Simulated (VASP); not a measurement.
Here is a VASP 6.6.1 calculation.

Contents of INCAR:

```
PREC = Accurate
ENCUT = 520
EDIFF = 1E-6
ISMEAR = 0
SIGMA = 0.05
LREAL = False
LASPH = True
NELM = 150
ALGO = Fast
ISIF = 2
LWAVE = False
LCHARG = True
ISPIN = 2
MAGMOM = 0 0 0 0 0 0 2 0 0 0
LORBIT = 11
LMAXMIX = 4
LDIPOL = True
IDIPOL = 3
DIPOL = 0.5 0.5 0.470
GGA = PS
LELF = True
LVHAR = True
LVACPOTAV = True
NBANDS = 51
```

The input KPOINTS:

```
Automatic mesh
0
Gamma
  8 8 1
```

Contents of POSCAR:

```
Hf3O7
1.0
    3.5665804215      0.0000000000      0.0000000000
    0.0000000000      3.5665804215      0.0000000000
    0.0000000000      0.0000000000     25.3048830043
O Hf
7 3
Direct
    0.5000000000      0.0000000000      0.3359035486
    0.0000000000      0.5000000000      0.3359035486
    0.0000000000      0.5000000000      0.4355662581
    0.5000000000      0.0000000000      0.4355662581
    0.5000000000      0.0000000000      0.5357304119
    0.0000000000      0.5000000000      0.5357304119
    0.5000000000      0.5000000000      0.6473220591
    0.5000000000      0.5000000000      0.3857349034
    0.0000000000      0.0000000000      0.4807727371
    0.5000000000      0.5000000000      0.5756126295
```

Potentials or basis: VASP PAW PBE potentials, release 64 (O, Hf_pv).

Command:

```sh
$ cat potpaw_PBE.64/O/POTCAR potpaw_PBE.64/Hf_pv/POTCAR > POTCAR
$ mpirun -np 1 vasp_std > vasp.out
```

Problem. Estimate the site moments.

Solution. O -0.04, +0.00, +0.01, +0.28 (each value once); Hf +0.01, -0.00, -0.01 μB.

Problem. Estimate the net moment.

Solution. 0.25 μB per cell.

Problem. Estimate the largest force.

Solution. 4.792 eV/Å.

Forces in eV/Å, atoms in the order of the input:
```
O    0.000  0.000  1.169
O    0.000  0.000  1.169
O    0.000  0.000  1.339
O    0.000  0.000  1.339
O    0.000  0.000  0.010
O    0.000  0.000  0.010
O    0.000  0.000  0.046
Hf   0.000  0.000 -4.792
Hf   0.000  0.000 -0.016
Hf   0.000  0.000 -0.273
```

Caveat: the PAW data sets were made with another functional, which shifts forces and pressure a little.
